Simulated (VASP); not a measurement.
Set up this calculation in VASP 6.6.1, as the native input.

```
Task                   : single point
Functional             : PBE
Dispersion             : D3(BJ)
Potentials or basis    : VASP PAW PBE potentials, release 64 (F_h, H_h)
Cutoff                 : 1010 eV
k mesh                 : 1 × 1 × 1
Occupations            : fermi-dirac, width 0.02 eV
Spin                   : no spin polarisation
Dipole correction      : no
Further INCAR settings : LREAL = Auto; ALGO = Normal; EDIFF = 1e-06; NBANDS = 66
```

The structure of HF lies in POSCAR:

```
HF
1.0
    7.4168600000      0.0000000000      0.0000000000
    0.0000000000      7.4168600000      0.0000000000
    0.0000000000      0.0000000000      7.4168600000
F H
12 12
Direct
    0.2226548701     -0.0188624297      0.5644976446
    0.3926594273      0.4438401156      0.4789627956
    0.7702181247      0.3249757984      0.9560919311
    0.2478272476      0.8439015972      0.8844039122
    0.7554005334      0.6361856635      0.1040197604
    0.0765418250      0.6358620764      0.5666683745
    0.3803361530      0.5292671023      0.9849181460
    0.6808002308      0.0626410637      0.3959222636
    0.4798796256      0.1446164549      0.9074729737
    0.5817016905      0.6733172798      0.3536537025
    0.0370911680      0.9438900020      0.2887610121
    0.4127218257      0.1909972684      0.2751299067
    0.1510612308     -0.0585827426      0.4644283430
    0.4924321074      0.5398645788      0.4495163722
    0.6551694383      0.2943968202      0.8987630884
    0.2463441402      0.8685751113      0.7610228587
    0.7620610339      0.5270289583      0.0324126382
    0.1957836605      0.5904789898      0.5364264662
    0.3225219298      0.6380597719      0.9480292199
    0.5940654131      0.0809237332      0.3136098025
    0.3624444846      0.1746965697      0.9497550176
    0.6287431609      0.6364283538      0.2324164134
   -0.0905639314      0.9602715974      0.3192725763
    0.3947897089      0.3011651831      0.3584940258
```

The input as run:

INCAR

```
SYSTEM = HF
ALGO = Normal
EDIFF = 1E-6
ENCUT = 1010
GGA = PE
GGA_COMPAT = .FALSE.
ISIF = 2
ISMEAR = -1
IVDW = 12
LASPH = .TRUE.
LCHARG = .FALSE.
LREAL = Auto
LWAVE = .FALSE.
NBANDS = 66
NELM = 120
PREC = Accurate
SIGMA = 0.02
```

KPOINTS

```
k-points
0
G
  1 1 1
  0 0 0
```

Potentials or basis: VASP PAW PBE potentials, release 64 (F_h, H_h).

Run with:

```sh
$ cat potpaw_PBE.64/F_h/POTCAR potpaw_PBE.64/H_h/POTCAR > POTCAR
$ mpirun -np 1 vasp_gam > vasp.out
```

Results of the run:

```
Pressure                   : -0.3 GPa
Largest force              : 4.138 eV/Å
Dispersion energy per atom : -0.019 eV
```

Caveat: the k points lie up to 0.85 Å⁻¹ apart, too coarse for converged energies, forces and pressures.

It took 2.2 min on 1 thread of AMD EPYC 7R43 64-Core Processor (Zen 3), on a shared host, peak memory 0.81 GiB.
